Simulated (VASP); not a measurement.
Cu, 1 atom in the cell. The structure is cubic, space group Fm-3m (No. 225). Conventional cell: a = 3.629 Å, b = 3.629 Å, c = 3.629 Å, α = 90.00°, β = 90.00°, γ = 90.00°. Within 3.4 Å of Cu (site symmetry m-3m) lie 12 Cu at 2.57 Å. 

```yaml
Program: VASP 6.6.1
Task: relaxation of cell and atoms
Functional: PBE
Potentials_or_basis: VASP PAW PBE potentials, release 64 (Cu)
Cutoff: 600 eV
k_mesh: 19 × 19 × 19
Occupations: fermi-dirac, width 0.1 eV
Spin: no spin polarisation
Dipole_correction: no
Further_INCAR_settings: ALGO = Normal; EDIFF = 1e-07; IBRION = 2; EDIFFG = -0.005; NSW = 60; ISIF = 3
```

Potentials or basis: VASP PAW PBE potentials, release 64 (Cu).

The run is started by

```sh
$ cat potpaw_PBE.64/Cu/POTCAR > POTCAR
$ mpirun -np 1 vasp_std > vasp.out
```

Hardware: 1 thread of Intel(R) Xeon(R) Platinum 8488C (Sapphire Rapids) (shared host).

Q: Estimate the wall time of this run.

A: Wall time 35 s on 1 thread of Intel(R) Xeon(R) Platinum 8488C (Sapphire Rapids) (shared host), peak memory 0.16 GiB. Counts: scf iterations 26, k points 220, ion steps 3.
